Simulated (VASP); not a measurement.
# AlN (AlN (P6_3mc)) (P6_3mc) in VASP: single point with r2SCAN

Aim: the single point of AlN (AlN (P6_3mc)) with r2SCAN.

All numbers are computed with VASP 6.6.1; they aren't measurements. Logs are shortened: lines on timing, memory, paths and dates and some standing lists are left out, and cuts for length are marked.

## Step 1: The cell of the first run

It takes space group P6_3mc (No. 186, hexagonal). Conventional cell: a = 3.130 Å, b = 3.130 Å, c = 5.017 Å, α = 90.00°, β = 90.00°, γ = 120.00°. Al (site symmetry 3m) has 4 N at 1.90 to 1.91 Å within 2.5 Å. Within 2.5 Å of N (site symmetry 3m) lie 4 Al at 1.90 to 1.91 Å.

## Step 2: Single point, r2SCAN

Contents of POSCAR:

```
AlN
1.0
    3.1297569564      0.0000000289      0.0000000000
   -1.5648785032      2.7104490175      0.0000000000
    0.0000000000      0.0000000000      5.0174032965
Al N
2 2
Direct
    0.6666666668      0.3333333333      0.4992353699
    0.3333333334      0.6666666668      0.9992353697
    0.6666666668      0.3333333333      0.8807646297
    0.3333333334      0.6666666668      0.3807646299
```

Contents of INCAR.step1:

```
ALGO = Normal
EDIFF = 1E-4
ENCUT = 520
GGA = PE
ISMEAR = -1
LASPH = True
LCHARG = False
LREAL = False
LWAVE = True
NBANDS = 16
NELM = 100
PREC = Accurate
SIGMA = 0.01
```

Contents of INCAR.step2:

```
ALGO = Normal
EDIFF = 1E-6
ENCUT = 520
ISIF = 2
ISMEAR = -1
ISTART = 1
LASPH = True
LCHARG = False
LMIXTAU = True
LREAL = False
LWAVE = False
METAGGA = R2SCAN
NBANDS = 16
NELM = 100
PREC = Accurate
SIGMA = 0.01
```

Contents of KPOINTS:

```
k-points
0
Gamma
  10 10 6
```

Potentials or basis: VASP PAW PBE potentials, release 64 (Al, N).

On the command line:

```
cat potpaw_PBE.64/Al/POTCAR potpaw_PBE.64/N/POTCAR > POTCAR
cp INCAR.step1 INCAR
mpirun -np 1 vasp_std > vasp.out
cp INCAR.step2 INCAR
mpirun -np 1 vasp_std > vasp.out
```

OUTCAR:

```text
EDIFF = 1E-6
   ENCUT = 520
   ISIF = 2
   ISMEAR = -1
   ISTART = 1
   LASPH = True
   LREAL = False
   METAGGA = R2SCAN
   NELM = 100
   PREC = Accurate

 ion  position               nearest neighbor table
   1  0.667  0.333  0.499-   4 1.90   4 1.90   4 1.90   3 1.91   2 3.09   2 3.09   2 3.09   2 3.09
                             2 3.09   2 3.09
   2  0.333  0.667  0.999-   3 1.90   3 1.90   3 1.90   4 1.91   1 3.09   1 3.09   1 3.09   1 3.09
                             1 3.09   1 3.09
   3  0.667  0.333  0.881-   2 1.90   2 1.90   2 1.90   1 1.91
   4  0.333  0.667  0.381-   1 1.90   1 1.90   1 1.90   2 1.91

  LATTYP: Found a hexagonal cell.
 ALAT       =     3.1297569564
 C/A-ratio  =     1.6031287306

  Lattice vectors:

 A1 = (   3.1297569564,   0.0000000289,   0.0000000000)
 A2 = (  -1.5648785032,   2.7104490175,   0.0000000000)
 A3 = (   0.0000000000,   0.0000000000,   5.0174032965)

Analysis of symmetry for initial positions (statically):
=====================================================================
 Subroutine PRICEL returns:
 Original cell was already a primitive cell.

 Routine SETGRP: Setting up the symmetry group for a
 hexagonal supercell.

 Subroutine GETGRP returns: Found 12 space group operations
 (whereof  6 operations were pure point group operations)
 out of a pool of 24 trial point group operations.

The static configuration has the point symmetry C_3v.
 The point group associated with its full space group is C_6v.

Analysis of symmetry for dynamics (positions and initial velocities):
=====================================================================
 Subroutine PRICEL returns:
 Original cell was already a primitive cell.

 Routine SETGRP: Setting up the symmetry group for a
 hexagonal supercell.

 Subroutine GETGRP returns: Found 12 space group operations
 (whereof  6 operations were pure point group operations)
 out of a pool of 24 trial point group operations.

The dynamic configuration has the point symmetry C_3v.
 The point group associated with its full space group is C_6v.

 Subroutine INISYM returns: Found 12 space group operations
 (whereof  6 operations are pure point group operations),
 and found     1 'primitive' translations

----------------------------------------------------------------------------------------

                                     Primitive cell

  volume of cell :      42.5629

  direct lattice vectors                    reciprocal lattice vectors
     3.129756956  0.000000029  0.000000000     0.319513626  0.184471282  0.000000000
    -1.564878503  2.710449017  0.000000000    -0.000000003  0.368942558  0.000000000
     0.000000000  0.000000000  5.017403297     0.000000000  0.000000000  0.199306283

  length of vectors
     3.129756956  3.129756956  5.017403297     0.368942558  0.368942558  0.199306283

  position of ions in fractional coordinates (direct lattice)
     0.666666667  0.333333333  0.499235370
     0.333333333  0.666666667  0.999235370
     0.666666667  0.333333333  0.880764630
     0.333333333  0.666666667  0.380764630

  ion indices of the primitive-cell ions
   primitive index   ion index
                 1           1
                 2           2
                 3           3
                 4           4

----------------------------------------------------------------------------------------

 KPOINTS: k-points

Automatic generation of k-mesh.
 Grid dimensions read from file:
 generate k-points for:   10   10    6

 Generating k-lattice:

  Cartesian coordinates                     Fractional coordinates (reciprocal lattice)
     0.031951363  0.018447128  0.000000000     0.100000000  0.000000000  0.000000000
    -0.000000000  0.036894256  0.000000000     0.000000000  0.100000000  0.000000000
     0.000000000  0.000000000  0.033217714     0.000000000  0.000000000  0.166666667

  Length of vectors
     0.036894256  0.036894256  0.033217714

  Shift w.r.t. Gamma in fractional coordinates (k-lattice)
     0.000000000  0.000000000  0.000000000

 Subroutine IBZKPT returns following result:
 ===========================================

 Found     56 irreducible k-points:

 Following reciprocal coordinates:
            Coordinates               Weight
  0.000000  0.000000  0.000000      1.000000
  0.100000  0.000000  0.000000      6.000000
  0.200000  0.000000  0.000000      6.000000
  0.300000  0.000000  0.000000      6.000000
  0.400000  0.000000  0.000000      6.000000
  0.500000  0.000000  0.000000      3.000000
[... 16 lines left out ...]
  0.300000  0.100000  0.166667     24.000000
  0.400000  0.100000  0.166667     24.000000
 [... further k-points ...]
   k-points           NKPTS =     56   k-points in BZ     NKDIM =     56   number of bands    NBANDS=     16
   number of dos      NEDOS =    301   number of ions     NIONS =      4
   total plane-waves  NPLWV =  23040
   dimension x,y,z NGX =    24 NGY =   24 NGZ =   40
   dimension x,y,z NGXF=    48 NGYF=   48 NGZF=   80
   ions per type =               2   2
   NGX,Y,Z   is equivalent  to a cutoff of  12.75, 12.75, 13.25 a.u.
   NGXF,Y,Z  is equivalent  to a cutoff of  25.50, 25.50, 26.51 a.u.
 SYSTEM =  unknown system
   PREC   = accura    normal or accurate (medium, high low for compatibility)
   ISTART =      1    job   : 0-new  1-cont  2-samecut
   ICHARG =      0    charge: 1-file 2-atom 10-const
   ISPIN  =      1    spin polarized calculation?
   LNONCOLLINEAR =      F non collinear calculations
   LSORBIT =      F    spin-orbit coupling
   LASPH  =      T    aspherical Exc in radial PAW
   ENCUT  =  520.0 eV  38.22 Ry    6.18 a.u.   5.82  5.82  9.33*2*pi/ulx,y,z
   NELM   =    100;   NELMIN=  2; NELMDL=  0     # of ELM steps
   EDIFF  = 0.1E-05   stopping-criterion for ELM
   LREAL  =      F    real-space projection
   EDIFFG = 0.1E-04   stopping-criterion for IOM
   NSW    =      0    number of steps for IOM
   IBRION =     -1    ionic relax: 0-MD 1-quasi-New 2-CG
   NFREE  =      0    steps in history (QN), initial steepest desc. (CG)
   ISIF   =      2    stress and relaxation
   ISYM   =      2    0-nonsym 1-usesym 2-fastsym
   POTIM  = 0.5000    time-step for ionic-motion
   TEBEG  =    0.0;   TEEND  =   0.0 temperature during run
   PSTRESS=    0.0 pullay stress
   NELECT =      16.0000    total number of electrons
   NUPDOWN=      -1.0000    fix difference up-down
   EMIN   =  10.00;   EMAX   =-10.00  energy-range for DOS
   EFERMI =   0.00;   METHOD = LEGACY
   ISMEAR =    -1;   SIGMA  =   0.01  broadening in eV -4-tet -1-fermi 0-gaus
   EFERMI_NEDOS =   21; number of points for ismear=-14 and -15
   IALGO  =     38    algorithm
   IMIX   =      4    mixing-type and parameters
     AMIX     =   0.40;   BMIX     =  1.00
     AMIX_MAG =   1.60;   BMIX_MAG =  1.00
  volume/ion in A,a.u.               =      10.64        71.81
  Fermi-wavevector in a.u.,A,eV,Ry     =   1.181511  2.232733 18.993310  1.395969
  Thomas-Fermi vector in A             =   2.317783
   LORBIT       =      0    0 simple, 1 ext, 2 COOP (PROOUT), +10 PAW based schemes
   METAGGA = R2SCAN    functional components
   LHFCALC =     F    Hartree Fock is set to
   AEXX    =    0.0000 exact exchange contribution
   IVDW    =     0    specifies the selected vdW correction
   LEPSILON=     F    determine dielectric tensor
   LRPA    =     F    only Hartree local field effects (RPA)
 non-spin polarized calculation
  energy-cutoff  :      520.00
  volume of cell :       42.56
 maximum number of plane-waves:      1170
 NGX is ok and might be reduce to    24
   NGX = 11   NGY = 11   NGZ = 19

 number of electron      15.9999998 magnetization

 Free energy of the ion-electron system (eV)
  ---------------------------------------------------
  ext. energy  EPLUGINS =         0.00000000
  ---------------------------------------------------
  free energy    TOTEN  =       -38.44141106 eV

  energy without entropy =      -38.44141106  energy(sigma->0) =      -38.44141106

 E-fermi :   5.8779     XC(G=0): -11.3145

 val. band max:        5.7024333499   @ k =   0.0000   0.0000   0.0000
 cond. band min:      10.4163651821   @ k =   0.0000   0.0000   0.0000
 fundamental gap:      4.7139318322
 Fermi energy:         5.8779131616

 k-point     1 :       0.0000    0.0000    0.0000
  band No.  band energies     occupation
      1     -10.1398      2.00000
      2      -8.0883      2.00000
      3      -0.2635      2.00000
      4       4.8332      2.00000
      5       4.8332      2.00000
      6       5.4877      2.00000
[... 8 lines left out ...]
     15      19.6073      0.00000
     16      19.6073      0.00000

 k-point     2 :       0.1000    0.0000    0.0000
  band No.  band energies     occupation
      1     -10.0152      2.00000
      2      -8.0192      2.00000
      3      -0.1114      2.00000
      4       4.2632      2.00000
      5       4.6702      2.00000
      6       4.9285      2.00000
[... 8 lines left out ...]
     15      19.5782      0.00000
     16      19.6467      0.00000

 k-point     3 :       0.2000    0.0000    0.0000
  band No.  band energies     occupation
      1      -9.6586      2.00000
      2      -7.8398      2.00000
      3       0.3328      2.00000
      4       2.9659      2.00000
      5       3.8180      2.00000
      6       4.3144      2.00000
[... 8 lines left out ...]
     15      18.7266      0.00000
     16      19.1753      0.00000

 k-point     4 :       0.3000    0.0000    0.0000
  band No.  band energies     occupation
      1      -9.1300      2.00000
      2      -7.6386      2.00000
      3       1.0235      2.00000
      4       1.6136      2.00000
      5       2.6967      2.00000
      6       3.9502      2.00000
[... 8 lines left out ...]
     15      18.5731      0.00000
     16      20.5177      0.00000
[... 324 lines left out ...]
 k-point    22 :       0.2000    0.1000    0.1667
  band No.  band energies     occupation
      1      -9.2399      2.00000
      2      -7.8381      2.00000
      3       0.8608      2.00000
      4       2.4071      2.00000
      5       2.8674      2.00000
      6       4.0495      2.00000
[... 8 lines left out ...]
     15      18.9252      0.00000
     16      20.2504      0.00000

 k-point    23 :       0.3000    0.1000    0.1667
  band No.  band energies     occupation
      1      -8.6964      2.00000
      2      -7.6449      2.00000
      3       0.8207      2.00000
      4       1.6488      2.00000
      5       2.4094      2.00000
      6       3.5802      2.00000
[... 8 lines left out ...]
     15      18.9109      0.00000
     16      20.9993      0.00000

 k-point    24 :       0.4000    0.1000    0.1667
  band No.  band energies     occupation
      1      -8.2331      2.00000
      2      -7.6048      2.00000
      3       0.3177      2.00000
      4       1.3132      2.00000
      5       2.6477      2.00000
      6       3.4145      2.00000
[... 8 lines left out ...]
     15      19.1505      0.00000
     16      21.5235      0.00000

 [... further k-points ...]
[... 5 lines left out ...]
  --------------------------------------------------------------------------------------
  -------------------------------------------------------------------------------------
  Total       -1.3366445     -1.3366445     -1.2744854     -0.0000000     -0.0000000      0.0000000
  in kB      -50.3147861    -50.3147861    -47.9749541     -0.0000000     -0.0000000      0.0000000
  external PRESSURE =     -49.5348421 kB  Pullay stress =       0.0000000 kB

 VOLUME and BASIS-vectors are now :
 -----------------------------------------------------------------------------
  energy-cutoff  :      520.00
  volume of cell :       42.56
      direct lattice vectors                 reciprocal lattice vectors
     3.129756956  0.000000029  0.000000000     0.319513626  0.184471282  0.000000000
    -1.564878503  2.710449017  0.000000000    -0.000000003  0.368942558  0.000000000
     0.000000000  0.000000000  5.017403297     0.000000000  0.000000000  0.199306283

 POSITION                                       TOTAL-FORCE (eV/Angst)
 -----------------------------------------------------------------------------------
      1.56488      0.90348      2.50487         0.000000     -0.000000      0.006194
     -0.00000      1.80697      5.01357        -0.000000      0.000000      0.006194
      1.56488      0.90348      4.41915         0.000000      0.000000     -0.006194
     -0.00000      1.80697      1.91045         0.000000     -0.000000     -0.006194
 -----------------------------------------------------------------------------------
    total drift:                               -0.000000     -0.000000     -0.024539

  FREE ENERGIE OF THE ION-ELECTRON SYSTEM (eV)
  ---------------------------------------------------
  free  energy   TOTEN  =       -38.4414110635 eV

  energy  without entropy=      -38.4414110635  energy(sigma->0) =      -38.44141106
```

It took 42 s on 1 thread of Intel Xeon 6975P-C (Granite Rapids), shared host; peak memory 0.17 GiB.

What came out:

| Item | Value |
| --- | --- |
| Free energy | -38.4414 eV |
| Pressure | -5.0 GPa |
| Largest force | 0.006 eV/Å |
| Band gap on the k mesh | 4.71 eV, direct |

Forces on the atoms (eV/Å):
```
Al   0.000  0.000  0.006
Al   0.000  0.000  0.006
N    0.000  0.000 -0.006
N    0.000  0.000 -0.006
```

Levels at points of the mesh, in eV from the valence-band top:
```csv
k point,band 5,band 6,band 7,band 8,band 9,band 10,band 11,band 12
"(0.00, 0.00, 0.00)",-0.87,-0.21,-0.21,0.00,4.71,7.34,11.42,11.88
"(0.50, 0.00, 0.00)",-3.33,-2.10,-1.74,-0.70,6.40,6.48,8.85,11.09
"(0.00, 0.00, 0.50)",-0.55,-0.55,-0.55,-0.55,7.06,7.06,11.12,11.12
"(0.50, 0.00, 0.50)",-1.47,-1.47,-1.37,-1.37,5.92,5.92,10.00,10.00
```

Caveat: the PAW data sets were made with another functional, which shifts forces and pressure a little. r2SCAN opens gaps a little over a GGA but as a rule still falls short of measured ones.
